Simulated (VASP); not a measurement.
# Re (P6_3/mmc) in VASP: notebook

Re is run at these levels: PBE; tasks: single point.

All numbers are computed with VASP 6.6.1; they aren't measurements. Logs are shortened: lines on timing, memory, paths and dates and some standing lists are left out, and cuts for length are marked.

## (1) The cell of the first run

It takes space group P6_3/mmc (No. 194, hexagonal). Conventional cell: a = 2.802 Å, b = 2.802 Å, c = 4.529 Å, α = 90.00°, β = 90.00°, γ = 120.00°. Within 3.7 Å of Re (site symmetry -6m2) lie 12 Re at 2.78 to 2.80 Å.

## (2) Single point, PBE (volume scaled by 1.03, then relaxed in part)

The input, INCAR:

```
PREC     = Accurate       # precision mode
ENCUT    = 520            # plane-wave cutoff, eV
EDIFF    = 1E-6           # SCF threshold, eV
ISMEAR   = 0              # smearing method
SIGMA    = 0.1            # smearing width, eV
LREAL    = False          # projectors in reciprocal space
LASPH    = True           # aspherical terms in the spheres
NELM     = 80             # most SCF steps
ALGO     = Normal         # electronic algorithm
ISIF     = 2              # what is computed and relaxed
LWAVE    = False          # write WAVECAR
LCHARG   = False          # write CHGCAR
GGA      = PE             # functional
NBANDS   = 14             # bands
```

The input, KPOINTS:

```
Automatic mesh
0
Gamma
  18 18 10
```

The input, POSCAR:

```
Re
1.0
    2.8023629886      0.0000000000      0.0000000000
   -1.4011814943      2.4269175387      0.0000000000
    0.0000000000      0.0000000000      4.5285281582
Re
2
Direct
    0.3333333333      0.6666666667      0.2500000000
    0.6666666667      0.3333333333      0.7500000000
```

Potentials or basis: VASP PAW PBE potentials, release 64 (Re).

Command:

```bash
$ cat potpaw_PBE.64/Re/POTCAR > POTCAR
$ mpirun -np 1 vasp_std > vasp.out
```

OUTCAR:

```text
PREC = Accurate
   ENCUT = 520
   EDIFF = 1E-6
   ISMEAR = 0
   LREAL = False
   LASPH = True
   NELM = 80
   ISIF = 2
   GGA = PE

 ion  position               nearest neighbor table
   1  0.333  0.667  0.250-   2 2.78   2 2.78   2 2.78   2 2.78   2 2.78   2 2.78
   2  0.667  0.333  0.750-   1 2.78   1 2.78   1 2.78   1 2.78   1 2.78   1 2.78

  LATTYP: Found a hexagonal cell.
 ALAT       =     2.8023629886
 C/A-ratio  =     1.6159677303

  Lattice vectors:

 A1 = (   2.8023629886,   0.0000000000,   0.0000000000)
 A2 = (  -1.4011814943,   2.4269175387,   0.0000000000)
 A3 = (   0.0000000000,   0.0000000000,   4.5285281582)

Analysis of symmetry for initial positions (statically):
=====================================================================
 Subroutine PRICEL returns:
 Original cell was already a primitive cell.

 Routine SETGRP: Setting up the symmetry group for a
 hexagonal supercell.

 Subroutine GETGRP returns: Found 24 space group operations
 (whereof 12 operations were pure point group operations)
 out of a pool of 24 trial point group operations.

The static configuration has the point symmetry D_3d.
 The point group associated with its full space group is D_6h.

Analysis of symmetry for dynamics (positions and initial velocities):
=====================================================================
 Subroutine PRICEL returns:
 Original cell was already a primitive cell.

 Routine SETGRP: Setting up the symmetry group for a
 hexagonal supercell.

 Subroutine GETGRP returns: Found 24 space group operations
 (whereof 12 operations were pure point group operations)
 out of a pool of 24 trial point group operations.

The dynamic configuration has the point symmetry D_3d.
 The point group associated with its full space group is D_6h.

 Subroutine INISYM returns: Found 24 space group operations
 (whereof 12 operations are pure point group operations),
 and found     1 'primitive' translations

----------------------------------------------------------------------------------------

                                     Primitive cell

  volume of cell :      30.7990

  direct lattice vectors                    reciprocal lattice vectors
     2.802362989  0.000000000  0.000000000     0.356841710  0.206022657  0.000000000
    -1.401181494  2.426917539  0.000000000     0.000000000  0.412045314  0.000000000
     0.000000000  0.000000000  4.528528158     0.000000000  0.000000000  0.220822299

  length of vectors
     2.802362989  2.802362989  4.528528158     0.412045314  0.412045314  0.220822299

  position of ions in fractional coordinates (direct lattice)
     0.333333333  0.666666667  0.250000000
     0.666666667  0.333333333  0.750000000

  ion indices of the primitive-cell ions
   primitive index   ion index
                 1           1
                 2           2

----------------------------------------------------------------------------------------

 KPOINTS: Automatic mesh

Automatic generation of k-mesh.
 Grid dimensions read from file:
 generate k-points for:   18   18   10

 Generating k-lattice:

  Cartesian coordinates                     Fractional coordinates (reciprocal lattice)
     0.019824539  0.011445703  0.000000000     0.055555556 -0.000000000  0.000000000
     0.000000000  0.022891406  0.000000000     0.000000000  0.055555556  0.000000000
     0.000000000  0.000000000  0.022082230     0.000000000  0.000000000  0.100000000

  Length of vectors
     0.022891406  0.022891406  0.022082230

  Shift w.r.t. Gamma in fractional coordinates (k-lattice)
     0.000000000  0.000000000  0.000000000

 Subroutine IBZKPT returns following result:
 ===========================================

 Found    222 irreducible k-points:

 Following reciprocal coordinates:
            Coordinates               Weight
  0.000000  0.000000  0.000000      1.000000
  0.055556  0.000000  0.000000      6.000000
  0.111111  0.000000  0.000000      6.000000
  0.166667  0.000000  0.000000      6.000000
  0.222222  0.000000  0.000000      6.000000
  0.277778  0.000000  0.000000      6.000000
[... 16 lines left out ...]
  0.333333  0.111111  0.000000     12.000000
  0.388889  0.111111  0.000000     12.000000
 [... further k-points ...]
   k-points           NKPTS =    222   k-points in BZ     NKDIM =    222   number of bands    NBANDS=     14
   number of dos      NEDOS =    301   number of ions     NIONS =      2
   total plane-waves  NPLWV =  20736
   dimension x,y,z NGX =    24 NGY =   24 NGZ =   36
   dimension x,y,z NGXF=    48 NGYF=   48 NGZF=   72
   ions per type =               2
   NGX,Y,Z   is equivalent  to a cutoff of  14.24, 14.24, 13.22 a.u.
   NGXF,Y,Z  is equivalent  to a cutoff of  28.48, 28.48, 26.43 a.u.
 SYSTEM =  unknown system
   PREC   = accura    normal or accurate (medium, high low for compatibility)
   ISTART =      0    job   : 0-new  1-cont  2-samecut
   ICHARG =      2    charge: 1-file 2-atom 10-const
   ISPIN  =      1    spin polarized calculation?
   LNONCOLLINEAR =      F non collinear calculations
   LSORBIT =      F    spin-orbit coupling
   LASPH  =      T    aspherical Exc in radial PAW
   ENCUT  =  520.0 eV  38.22 Ry    6.18 a.u.   5.21  5.21  8.42*2*pi/ulx,y,z
   NELM   =     80;   NELMIN=  2; NELMDL= -5     # of ELM steps
   EDIFF  = 0.1E-05   stopping-criterion for ELM
   LREAL  =      F    real-space projection
   EDIFFG = 0.1E-04   stopping-criterion for IOM
   NSW    =      0    number of steps for IOM
   IBRION =     -1    ionic relax: 0-MD 1-quasi-New 2-CG
   NFREE  =      0    steps in history (QN), initial steepest desc. (CG)
   ISIF   =      2    stress and relaxation
   ISYM   =      2    0-nonsym 1-usesym 2-fastsym
   POTIM  = 0.5000    time-step for ionic-motion
   TEBEG  =    0.0;   TEEND  =   0.0 temperature during run
   PSTRESS=    0.0 pullay stress
   NELECT =      14.0000    total number of electrons
   NUPDOWN=      -1.0000    fix difference up-down
   EMIN   =  10.00;   EMAX   =-10.00  energy-range for DOS
   EFERMI =   0.00;   METHOD = LEGACY
   ISMEAR =     0;   SIGMA  =   0.10  broadening in eV -4-tet -1-fermi 0-gaus
   EFERMI_NEDOS =   21; number of points for ismear=-14 and -15
   IALGO  =     38    algorithm
   IMIX   =      4    mixing-type and parameters
     AMIX     =   0.40;   BMIX     =  1.00
     AMIX_MAG =   1.60;   BMIX_MAG =  1.00
  volume/ion in A,a.u.               =      15.40       103.92
  Fermi-wavevector in a.u.,A,eV,Ry     =   1.258748  2.378688 21.557693  1.584446
  Thomas-Fermi vector in A             =   2.392342
   LORBIT       =      0    0 simple, 1 ext, 2 COOP (PROOUT), +10 PAW based schemes
   GGA     = PE    functional components
   LHFCALC =     F    Hartree Fock is set to
   AEXX    =    0.0000 exact exchange contribution
   IVDW    =     0    specifies the selected vdW correction
   LEPSILON=     F    determine dielectric tensor
   LRPA    =     F    only Hartree local field effects (RPA)
 non-spin polarized calculation
 Gauss-broadening in eV      SIGMA  =   0.10
  energy-cutoff  :      520.00
  volume of cell :       30.80
 maximum number of plane-waves:       848
 NGX is ok and might be reduce to    24
   NGX = 11   NGY = 11   NGZ = 17

 number of electron      14.0000000 magnetization

 Free energy of the ion-electron system (eV)
  ---------------------------------------------------
  ext. energy  EPLUGINS =         0.00000000
  ---------------------------------------------------
  free energy    TOTEN  =       -24.82275889 eV

  energy without entropy =      -24.81409391  energy(sigma->0) =      -24.81842640

 E-fermi :   7.3176     XC(G=0): -13.4804

 val. band max:        7.3034308472   @ k =   0.3889   0.2222   0.3000
 cond. band min:       7.3202742829   @ k =   0.3333   0.1667   0.4000
 fundamental gap:      0.0168434357
 Fermi energy:         7.3176131096

 k-point     1 :       0.0000    0.0000    0.0000
  band No.  band energies     occupation
      1      -2.2192      2.00000
      2       1.0368      2.00000
      3       5.8552      2.00000
      4       5.8693      2.00000
      5       5.8693      2.00000
      6       6.6437      2.00000
      7       6.6437      2.00000
      8       7.5204      0.00414
      9       7.5204      0.00414
     10       7.8593      0.00000
     11      10.4878      0.00000
     12      10.4878      0.00000
     13      16.7411      0.00000
     14      21.4199      0.00000

 k-point     2 :       0.0556    0.0000    0.0000
  band No.  band energies     occupation
      1      -2.0988      2.00000
      2       1.1504      2.00000
      3       5.5216      2.00000
      4       5.9784      2.00000
      5       6.1635      2.00000
      6       6.5583      2.00000
      7       6.7466      2.00000
      8       7.2596      1.58775
      9       7.4286      0.11638
     10       7.5796      0.00021
     11      10.5486      0.00000
     12      11.0387      0.00000
     13      16.7312      0.00000
     14      21.6831      0.00000

 k-point     3 :       0.1111    0.0000    0.0000
  band No.  band energies     occupation
      1      -1.7471      2.00000
      2       1.4706      2.00000
      3       5.1230      2.00000
      4       6.2749      2.00000
      5       6.3016      2.00000
      6       6.3838      2.00000
      7       6.5458      2.00000
      8       7.0504      1.99984
      9       7.1869      1.93546
     10       7.3716      0.44485
     11      10.7006      0.00000
     12      12.1646      0.00000
     13      16.6800      0.00000
     14      22.4016      0.00000

 k-point     4 :       0.1667    0.0000    0.0000
  band No.  band energies     occupation
      1      -1.1947      2.00000
      2       1.9200      2.00000
      3       4.7295      2.00000
      4       5.4376      2.00000
      5       5.9772      2.00000
      6       6.8269      2.00000
      7       6.8632      2.00000
      8       6.9683      2.00000
      9       7.1283      1.99257
     10       7.5409      0.00159
     11      10.8846      0.00000
     12      13.4543      0.00000
     13      16.5527      0.00000
     14      23.1941      0.00000

 k-point     5 :       0.2222    0.0000    0.0000
  band No.  band energies     occupation
      1      -0.4978      2.00000
      2       2.3135      2.00000
      3       4.4988      2.00000
      4       4.5664      2.00000
      5       5.7159      2.00000
      6       6.5180      2.00000
      7       6.8560      2.00000
      8       7.5319      0.00244
      9       7.5449      0.00130
     10       8.1921      0.00000
     11      11.0558      0.00000
[... 276 lines left out ...]
 k-point    22 :       0.2778    0.1111    0.0000
  band No.  band energies     occupation
      1       1.2644      2.00000
      2       2.5964      2.00000
      3       3.1768      2.00000
      4       4.3756      2.00000
      5       5.5119      2.00000
      6       5.9878      2.00000
      7       6.5285      2.00000
      8       8.6062      0.00000
      9       9.7275      0.00000
     10      10.6580      0.00000
     11      11.0865      0.00000
     12      16.1300      0.00000
     13      17.8468      0.00000
     14      18.7326      0.00000

 k-point    23 :       0.3333    0.1111    0.0000
  band No.  band energies     occupation
      1       1.7585      2.00000
      2       2.3608      2.00000
      3       2.7724      2.00000
      4       4.7313      2.00000
      5       5.4166      2.00000
      6       6.2395      2.00000
      7       6.4147      2.00000
      8       9.4593      0.00000
      9      10.4425      0.00000
     10      11.1211      0.00000
     11      11.6629      0.00000
     12      16.3626      0.00000
     13      16.9411      0.00000
     14      18.8992      0.00000

 k-point    24 :       0.3889    0.1111    0.0000
  band No.  band energies     occupation
      1       2.0087      2.00000
      2       2.1917      2.00000
      3       2.5239      2.00000
      4       5.1081      2.00000
      5       5.3916      2.00000
      6       6.0221      2.00000
      7       6.7307      2.00000
      8      10.3266      0.00000
      9      10.8858      0.00000
     10      11.1387      0.00000
     11      12.5964      0.00000
     12      15.2497      0.00000
     13      17.0166      0.00000
     14      18.1765      0.00000

 [... further k-points ...]
[... 5 lines left out ...]
  --------------------------------------------------------------------------------------
  -------------------------------------------------------------------------------------
  Total       -2.0575806     -2.0575806     -2.1063191     -0.0000000      0.0000000      0.0000000
  in kB     -107.0362656   -107.0362656   -109.5716688     -0.0000000      0.0000000      0.0000000
  external PRESSURE =    -107.8814000 kB  Pullay stress =       0.0000000 kB

 VOLUME and BASIS-vectors are now :
 -----------------------------------------------------------------------------
  energy-cutoff  :      520.00
  volume of cell :       30.80
      direct lattice vectors                 reciprocal lattice vectors
     2.802362989  0.000000000  0.000000000     0.356841710  0.206022657  0.000000000
    -1.401181494  2.426917539  0.000000000     0.000000000  0.412045314  0.000000000
     0.000000000  0.000000000  4.528528158     0.000000000  0.000000000  0.220822299

 POSITION                                       TOTAL-FORCE (eV/Angst)
 -----------------------------------------------------------------------------------
     -0.00000      1.61795      1.13213        -0.000000     -0.000000      0.000000
      1.40118      0.80897      3.39640         0.000000      0.000000      0.000000
 -----------------------------------------------------------------------------------
    total drift:                               -0.000000      0.000000     -0.000000

  FREE ENERGIE OF THE ION-ELECTRON SYSTEM (eV)
  ---------------------------------------------------
  free  energy   TOTEN  =       -24.8227588928 eV

  energy  without entropy=      -24.8140939094  energy(sigma->0) =      -24.81842640
```

Run time: 84 s. Hardware: 1 thread of AMD EPYC 9R45 (Zen 5), shared host; peak memory 0.19 GiB.

What came out:

```
Free energy            : -24.8228 eV
Pressure               : -10.8 GPa
Band gap on the k mesh : zero (band 7 reaches 8.67 eV, above the bottom of band 8 at 5.75 eV)
```

Caveat: spin-orbit coupling is left out, which moves the levels of the heavy elements.

## (3) Single point, PBE (volume scaled by 1.06, then relaxed in part)

The input, INCAR:

```
PREC = Accurate ; ENCUT = 520
EDIFF = 1E-6 ; ISMEAR = 0
SIGMA = 0.1 ; LREAL = False
LASPH = True ; NELM = 80
ALGO = Fast ; ISIF = 2
LWAVE = False ; LCHARG = True
GGA = PE ; LELF = True
LVHAR = True ; NBANDS = 14
```

KPOINTS is that of step 2.

The input, POSCAR:

```
Re
1.0
    2.8298194042      0.0000000000      0.0000000000
   -1.4149097021      2.4506954921      0.0000000000
    0.0000000000      0.0000000000      4.5704298726
Re
2
Direct
    0.3333333333      0.6666666667      0.2500000000
    0.6666666667      0.3333333333      0.7500000000
```

Potentials or basis: VASP PAW PBE potentials, release 64 (Re).

Command:

```bash
$ cat potpaw_PBE.64/Re/POTCAR > POTCAR
$ mpirun -np 1 vasp_std > vasp.out
```

It took 91 s on 1 thread of AMD EPYC 9R45 (Zen 5), shared host; peak memory 0.19 GiB.

It converged, with:

```
Free energy            : -24.7383 eV
Pressure               : -19.4 GPa
Band gap on the k mesh : zero (band 7 reaches 8.27 eV, above the bottom of band 8 at 5.48 eV)
```

Stress tensor (GPa, compression positive):
```
-19.34   0.00   0.00
  0.00 -19.34   0.00
  0.00   0.00 -19.51
```

Levels at points of the mesh, in eV from the Fermi level:
```csv
k point,band 5,band 6,band 7,band 8,band 9,band 10
"(0.00, 0.00, 0.00)",-1.38,-0.64,-0.64,0.19,0.19,0.51
"(0.50, 0.00, 0.00)",-1.68,-1.25,-0.55,3.55,3.90,4.02
"(0.00, 0.00, 0.50)",-1.50,-1.50,-1.50,-1.50,2.29,2.29
"(0.50, 0.00, 0.50)",0.39,0.39,0.81,0.81,3.82,3.82
```

Caveat: spin-orbit coupling is left out, which moves the levels of the heavy elements.
